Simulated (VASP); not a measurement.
Set up this calculation in VASP 6.6.1, as the native input.

| Item | Value |
| --- | --- |
| Task | single point |
| Functional | LDA |
| Potentials or basis | VASP PAW LDA potentials, release 64 (Sr_sv, As, O) |
| Cutoff | 520 eV |
| k mesh | 6 × 6 × 6 |
| Occupations | methfessel-paxton, width 0.1 eV |
| Spin | no spin polarisation |
| Dipole correction | no |
| Further INCAR settings | ALGO = Normal; EDIFF = 1e-06; NBANDS = 24 |

The structure of SrAsO3 lies in POSCAR:

```
SrAsO3
1.0
    3.8377034796      0.0000000000      0.0000000000
    0.0000000000      3.8377034796      0.0000000000
    0.0000000000      0.0000000000      3.8377034796
Sr As O
1 1 3
Direct
    0.0000000000      0.0000000000      0.0000000000
    0.5000000000      0.5000000000      0.5000000000
    0.5000000000      0.5000000000      0.0000000000
    0.5000000000      0.0000000000      0.5000000000
    0.0000000000      0.5000000000      0.5000000000
```

These files were run (other wordings do the same):

INCAR

```
PREC = Accurate ; ENCUT = 520
EDIFF = 1E-6 ; ISMEAR = 1
SIGMA = 0.1 ; LREAL = F
LASPH = T ; NELM = 80
ALGO = Normal ; ISIF = 2
LWAVE = F ; LCHARG = T
GGA = CA ; LELF = T
LVHAR = T ; NBANDS = 24
```

KPOINTS

```
regular mesh
0
Gamma
  6 6 6
```

Potentials or basis: VASP PAW LDA potentials, release 64 (Sr_sv, As, O).

Run with:

```console
$ cat potpaw_LDA.64/Sr_sv/POTCAR potpaw_LDA.64/As/POTCAR potpaw_LDA.64/O/POTCAR > POTCAR
$ mpirun -np 1 vasp_std > vasp.out
```

It gave:

```yaml
Pressure: 7.6 GPa
```

Caveat: an odd number of electrons without spin polarisation forces a metal; a magnetic or distorted state may lie lower.

Run time: 12 s on 1 thread of Intel(R) Xeon(R) 6975P-C (Granite Rapids) (shared host), peak memory 0.16 GiB.
